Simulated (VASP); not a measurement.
**Ge: single point with LDA**

The system is Ge.

```
Ge
1.0
     1.46794   -2.55962    0.00000
     1.46794    2.55962    0.00000
     0.00000    0.00000    4.66370
Ge
2
Direct
  0.33345 0.66655 0.25000
  0.66655 0.33345 0.75000
```

```
Program                : VASP 6.6.1
Task                   : single point
Functional             : LDA
Potentials or basis    : VASP PAW LDA potentials, release 64 (Ge_d)
Cutoff                 : 520 eV
k mesh                 : 10 × 10 × 6
Occupations            : fermi-dirac, width 0.05 eV
Spin                   : no spin polarisation
Dipole correction      : no
Further INCAR settings : ALGO = Normal; EDIFF = 1e-06; NBANDS = 21
```

The pressure is 2.1 GPa and the band gap on the k mesh is zero (band 14 reaches 14.18 eV, above the bottom of band 15 at 4.95 eV).

Stress tensor (GPa, compression positive):
```
1.06 0.00 0.00
0.00 1.40 0.00
0.00 0.00 3.93
```

Levels at points of the mesh, in eV from the Fermi level:
```csv
k point,band 12,band 13,band 14,band 15,band 16,band 17
"(0.00, 0.00, 0.00)",-7.56,-5.71,6.82,6.93,8.97,9.09
"(0.50, 0.00, 0.00)",-7.25,-2.21,-1.27,-0.92,1.47,2.50
"(0.50, 0.50, 0.00)",-7.30,-2.25,-1.30,-0.98,1.44,2.66
"(0.00, 0.00, 0.50)",-11.96,1.98,1.98,8.00,8.00,8.12
"(0.50, 0.00, 0.50)",-7.06,-5.09,-5.09,4.22,4.22,5.26
"(0.50, 0.50, 0.50)",-7.13,-5.11,-5.11,4.38,4.38,5.29
```

Run time: 28 s on 1 thread of Intel(R) Xeon(R) 6975P-C (Granite Rapids) (shared host), peak memory 0.18 GiB.
